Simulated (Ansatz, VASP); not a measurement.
## Two plane-wave programs on PbO2

```xyz
6
Lattice="4.9827 0.0000 0.0000 0.0000 4.9827 0.0000 0.0000 0.0000 3.4080" Properties=species:S:1:pos:R:3 pbc="T T T"
Pb    0.0000    0.0000    0.0000
Pb    2.4914    2.4914    1.7040
O     1.5308    1.5308    0.0000
O     0.9606    4.0222    1.7040
O     3.4519    3.4519    0.0000
O     4.0222    0.9606    1.7040
```

Alike in both runs: task single point; functional PBE; k mesh 6 × 6 × 8; occupations fermi-dirac, width 0.02 eV; no spin polarisation.

```csv
,VASP,Ansatz
version,VASP 6.6.1,Ansatz 0.2.0
potentials or method,"VASP PAW PBE potentials, release 64 (Pb_d, O)","plane waves, PAW"
plane-wave cutoff (eV),520,420
valence electrons in the cell,52,52
```

```csv
,VASP,Ansatz,Ansatz less VASP
pressure (GPa),6.6,6.3,-0.27
"traceless stress, the component that is largest in VASP (GPa)",0.81,0.70,-0.113
rms of the force components (eV/Å),0.015,0.010,-0.0045
```

Atom by atom the forces differ by 0.005 eV/Å (rms over components).

Spin-orbit coupling is off throughout.
